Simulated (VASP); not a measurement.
Runs of VASP 6.6.1 on Al. The structure is that of space group Fm-3m (No. 225), or close to it. The cells are those of the table. 

```csv
cell,gap on the mesh (eV),pressure (GPa)
"a = 2.696, b = 2.696, c = 4.170 Å, 2 atoms",none,(b)
"a = 2.739, b = 2.739, c = 4.125 Å, 2 atoms",none,2.8
"a = 2.781, b = 2.781, c = 4.041 Å, 2 atoms",none,(a)
"a = 2.823, b = 2.823, c = 4.053 Å, 2 atoms",none,-1.6
"a = 2.696, b = 2.696, c = 4.100 Å, 2 atoms",none,7.2
```

Alike in all rows: task single point; level r2SCAN; potentials or basis VASP PAW PBE potentials, release 64 (Al); no spin polarisation; k mesh 18 × 18 × 14; cutoff (eV) 520; smearing gaussian 0.1 eV.

Question: Estimate the missing entries.

Answer: (a) 1.5; (b) 5.5.

Caveats: the PAW data sets were made with another functional, which shifts forces and pressure a little; the cell stands under pressure (at least some runs).

A gap of «none» marks levels without a gap at the run's occupations.
